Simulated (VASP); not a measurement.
# Ti (P6/mmm) in VASP: further runs, part 3 of 3

VASP 6.6.1.

## (5) Single point, r2SCAN (biaxial strain in the a-b plane: +1.0 %, then relaxed in part)

The input, POSCAR:

```
Ti
1.0
    4.6137019214      0.0000000000      0.0000000000
   -2.3068509607      3.9955830695      0.0000000000
    0.0000000000      0.0000000000      2.8139579825
Ti
3
Direct
    0.0000000000      0.0000000000      0.0000000000
    0.3333333333      0.6666666667      0.5000000000
    0.6666666667      0.3333333333      0.5000000000
```

The input, INCAR.step1:

```
PREC = Accurate
ENCUT = 520
ISMEAR = 0
SIGMA = 0.1
LREAL = False
LASPH = True
NELM = 100
NBANDS = 25
GGA = PE
ALGO = Normal
EDIFF = 1E-4
LWAVE = True
LCHARG = False
```

The input, INCAR.step2:

```
PREC = Accurate
ENCUT = 520
EDIFF = 1E-7
ISMEAR = 0
SIGMA = 0.1
LREAL = False
LASPH = True
NELM = 100
ALGO = Normal
ISIF = 2
LWAVE = False
LCHARG = True
METAGGA = R2SCAN
LMIXTAU = True
LELF = True
LVHAR = True
NBANDS = 25
ISTART = 1
```

The input, KPOINTS:

```
Automatic mesh
0
Gamma
  12 12 18
```

Potentials or basis: VASP PAW PBE potentials, release 64 (Ti_sv).

Run with:

```sh
cat potpaw_PBE.64/Ti_sv/POTCAR > POTCAR
cp INCAR.step1 INCAR
mpirun -np 1 vasp_std > vasp.out
cp INCAR.step2 INCAR
mpirun -np 1 vasp_std > vasp.out
```

OUTCAR:

```text
PREC = Accurate
   ENCUT = 520
   EDIFF = 1E-7
   ISMEAR = 0
   LREAL = False
   LASPH = True
   NELM = 100
   ISIF = 2
   METAGGA = R2SCAN
   ISTART = 1

 ion  position               nearest neighbor table
   1  0.000  0.000  0.000-
   2  0.333  0.667  0.500-   3 2.66   3 2.66   3 2.66
   3  0.667  0.333  0.500-   2 2.66   2 2.66   2 2.66

  LATTYP: Found a hexagonal cell.
 ALAT       =     4.6137019214
[... 867 lines left out ...]

  FORCE on cell =-STRESS in cart. coord.  units (eV):
  Direction    XX          YY          ZZ          XY          YZ          ZX
  --------------------------------------------------------------------------------------
  -------------------------------------------------------------------------------------
  Total       -0.7172062     -0.7172062      0.1254070      0.0000000      0.0000000      0.0000000
  in kB      -22.1517122    -22.1517122      3.8733360      0.0000000      0.0000000      0.0000000
  external PRESSURE =     -13.4766961 kB  Pullay stress =       0.0000000 kB

 VOLUME and BASIS-vectors are now :
 -----------------------------------------------------------------------------
  energy-cutoff  :      520.00
  volume of cell :       51.87
      direct lattice vectors                 reciprocal lattice vectors
     4.613701921  0.000000000  0.000000000     0.216745689  0.125138182  0.000000000
    -2.306850961  3.995583069  0.000000000     0.000000000  0.250276363  0.000000000
     0.000000000  0.000000000  2.813957982     0.000000000  0.000000000  0.355371333

 POSITION                                       TOTAL-FORCE (eV/Angst)
 -----------------------------------------------------------------------------------
      0.00000      0.00000      0.00000         0.000000      0.000000     -0.000000
     -0.00000      2.66372      1.40698        -0.000000     -0.000000      0.000000
      2.30685      1.33186      1.40698         0.000000      0.000000     -0.000000
 -----------------------------------------------------------------------------------
    total drift:                                0.000000      0.000000     -0.000000

  FREE ENERGIE OF THE ION-ELECTRON SYSTEM (eV)
  ---------------------------------------------------
  free  energy   TOTEN  =       -38.8989177436 eV

  energy  without entropy=      -38.8887514191  energy(sigma->0) =      -38.89383458
```

It took 19 min on 1 thread of Oxide Virtual Turin-like, shared host; peak memory 0.28 GiB.

Results:

```yaml
Free_energy: -38.8989 eV
Pressure: -1.3 GPa
Band_gap_on_the_k_mesh: zero (bands 18 and 19 overlap by 0.22 eV)
```

Caveat: the cell differs from its parent crystal (biaxial strain in the a-b plane: +1.0 %, then relaxed in part); the PAW data sets were made with another functional, which shifts forces and pressure a little.

## (6) Single point, r2SCAN (biaxial strain in the a-b plane: +2.0 %)

The input, POSCAR:

```
Ti
1.0
    4.6593821385      0.0000000000      0.0000000000
   -2.3296910692      4.0351432979      0.0000000000
    0.0000000000      0.0000000000      2.7906681811
Ti
3
Direct
    0.0000000000      0.0000000000      0.0000000000
    0.3333333333      0.6666666667      0.5000000000
    0.6666666667      0.3333333333      0.5000000000
```

The input, INCAR.step1:

```
ALGO = Normal
EDIFF = 1E-4
ENCUT = 520
GGA = PE
ISMEAR = 0
LASPH = T
LCHARG = F
LREAL = F
LWAVE = T
NBANDS = 25
NELM = 100
PREC = Accurate
SIGMA = 0.1
```

The input, INCAR.step2:

```
ALGO = Normal
EDIFF = 1E-6
ENCUT = 520
ISIF = 2
ISMEAR = 0
ISTART = 1
LASPH = T
LCHARG = F
LMIXTAU = T
LREAL = F
LWAVE = F
METAGGA = R2SCAN
NBANDS = 25
NELM = 100
PREC = Accurate
SIGMA = 0.1
```

The input, KPOINTS:

```
k-points
0
Gamma
  12 12 18
```

Potentials or basis: VASP PAW PBE potentials, release 64 (Ti_sv).

Run with:

```sh
cat potpaw_PBE.64/Ti_sv/POTCAR > POTCAR
cp INCAR.step1 INCAR
mpirun -np 1 vasp_std > vasp.out
cp INCAR.step2 INCAR
mpirun -np 1 vasp_std > vasp.out
```

Wall time 23 min (1 thread of Oxide Virtual Turin-like, shared host); peak memory 0.28 GiB.

Results (log left out):

| Property | Result |
| --- | --- |
| Free energy | -38.8746 eV |
| Pressure | -2.5 GPa |
| Band gap on the k mesh | zero (bands 18 and 19 overlap by 0.25 eV) |

Stress tensor (GPa, compression positive):
```
-4.60  0.00  0.00
 0.00 -4.60  0.00
 0.00  0.00  1.71
```

Levels at points of the mesh, in eV from the Fermi level:
```
           k point  band 14  band 15  band 16  band 17  band 18  band 19  band 20  band 21  band 22  band 23
(0.00, 0.00, 0.00)    -1.89    -0.79    -0.79    -0.78    -0.78    -0.13     0.65     1.41     1.41     2.12
(0.50, 0.00, 0.00)    -3.87    -2.67    -0.37    -0.36    -0.35     0.07     0.50     0.74     1.43     2.23
(0.00, 0.00, 0.50)    -2.07    -2.07    -1.77    -1.67    -1.67     1.04     1.04     1.43     1.43     3.09
(0.50, 0.00, 0.50)    -2.15    -1.75    -1.19    -0.76    -0.53     0.48     0.97     1.00     1.18     2.34
```

Caveat: the cell differs from its parent crystal (biaxial strain in the a-b plane: +2.0 %); the stress differs along the axes, from -5 to 2 GPa; the PAW data sets were made with another functional, which shifts forces and pressure a little.

## (7) Single point, r2SCAN (biaxial strain in the a-b plane: +2.0 %, then relaxed in part)

Edit POSCAR of step 6 so:

```diff
@@ -4,3 +4,3 @@
    -2.3296910692      4.0351432979      0.0000000000
-    0.0000000000      0.0000000000      2.7906681811
+    0.0000000000      0.0000000000      2.8044073325
 Ti
```

The input, INCAR.step1:

```
PREC     = Accurate       # precision mode
ENCUT    = 520            # plane-wave cutoff, eV
ISMEAR   = 0              # smearing method
SIGMA    = 0.1            # smearing width, eV
LREAL    = F              # projectors in reciprocal space
LASPH    = T              # aspherical terms in the spheres
NELM     = 100            # most SCF steps
NBANDS   = 25             # bands
GGA      = PE             # functional
ALGO     = Normal         # electronic algorithm
EDIFF    = 1E-4           # SCF threshold, eV
LWAVE    = T              # write WAVECAR
LCHARG   = F              # write CHGCAR
```

The input, INCAR.step2:

```
PREC     = Accurate       # precision mode
ENCUT    = 520            # plane-wave cutoff, eV
EDIFF    = 1E-6           # SCF threshold, eV
ISMEAR   = 0              # smearing method
SIGMA    = 0.1            # smearing width, eV
LREAL    = F              # projectors in reciprocal space
LASPH    = T              # aspherical terms in the spheres
NELM     = 100            # most SCF steps
ALGO     = Normal         # electronic algorithm
ISIF     = 2              # what is computed and relaxed
LWAVE    = F              # write WAVECAR
LCHARG   = T              # write CHGCAR
METAGGA  = R2SCAN         # meta-GGA
LMIXTAU  = T            
LELF     = T              # ELF
LVHAR    = T            
NBANDS   = 25             # bands
ISTART   = 1
```

The input, KPOINTS:

```
Automatic mesh
0
Gamma
  12 12 18
```

Run with:

```sh
cat potpaw_PBE.64/Ti_sv/POTCAR > POTCAR
cp INCAR.step1 INCAR
mpirun -np 1 vasp_std > vasp.out
cp INCAR.step2 INCAR
mpirun -np 1 vasp_std > vasp.out
```

Run time: 25 min. Hardware: 1 thread of Oxide Virtual Turin-like, shared host; peak memory 0.28 GiB.

It converged, with:

```yaml
Free_energy: -38.8764 eV
Pressure: -3.1 GPa
Band_gap_on_the_k_mesh: zero (bands 18 and 19 overlap by 0.24 eV)
```

Stress tensor (GPa, compression positive):
```
-4.78  0.00  0.00
 0.00 -4.78  0.00
 0.00  0.00  0.39
```

Levels at points of the mesh, in eV from the Fermi level:
```tsv
k point	band 15	band 16	band 17	band 18	band 19	band 20	band 21	band 22
(0.00, 0.00, 0.00)	-0.79	-0.79	-0.78	-0.78	-0.11	0.67	1.40	1.40
(0.50, 0.00, 0.00)	-2.66	-0.36	-0.36	-0.36	0.08	0.51	0.74	1.38
(0.00, 0.00, 0.50)	-2.06	-1.80	-1.67	-1.67	1.05	1.05	1.41	1.41
(0.50, 0.00, 0.50)	-1.74	-1.19	-0.77	-0.56	0.47	0.93	0.98	1.16
```

Caveat: the cell differs from its parent crystal (biaxial strain in the a-b plane: +2.0 %, then relaxed in part); the stress differs along the axes, from -5 to 0 GPa; the PAW data sets were made with another functional, which shifts forces and pressure a little.

## (8) Overview

```tsv
cell	gap on the mesh (eV)	pressure (GPa)
a = 4.705, b = 4.705, c = 2.774 Å, angles 90.0, 90.0, 120.0°, 3 atoms	none	-3.8
a = 4.705, b = 4.705, c = 2.796 Å, angles 90.0, 90.0, 120.0°, 3 atoms	none	-4.7
a = 4.614, b = 4.614, c = 2.808 Å, angles 90.0, 90.0, 120.0°, 3 atoms	none	-1.1
a = 4.614, b = 4.614, c = 2.814 Å, angles 90.0, 90.0, 120.0°, 3 atoms	none	-1.3
a = 4.659, b = 4.659, c = 2.791 Å, angles 90.0, 90.0, 120.0°, 3 atoms	none	-2.5
a = 4.659, b = 4.659, c = 2.804 Å, angles 90.0, 90.0, 120.0°, 3 atoms	none	-3.1
```

Alike in all rows: task single point; level r2SCAN; potentials or basis VASP PAW PBE potentials, release 64 (Ti_sv); no spin polarisation; k mesh 12 × 12 × 18; cutoff (eV) 520; smearing gaussian 0.1 eV.

Caveats: the PAW data sets were made with another functional, which shifts forces and pressure a little; the stress differs along the axes, from -7 to 3 GPa (at least some runs); the stress differs along the axes, from -7 to 0 GPa (at least some runs); the stress differs along the axes, from -5 to 2 GPa (at least some runs); the stress differs along the axes, from -5 to 0 GPa (at least some runs).

Total energies depend on the potentials used, so only differences within one code and one set of settings carry meaning.
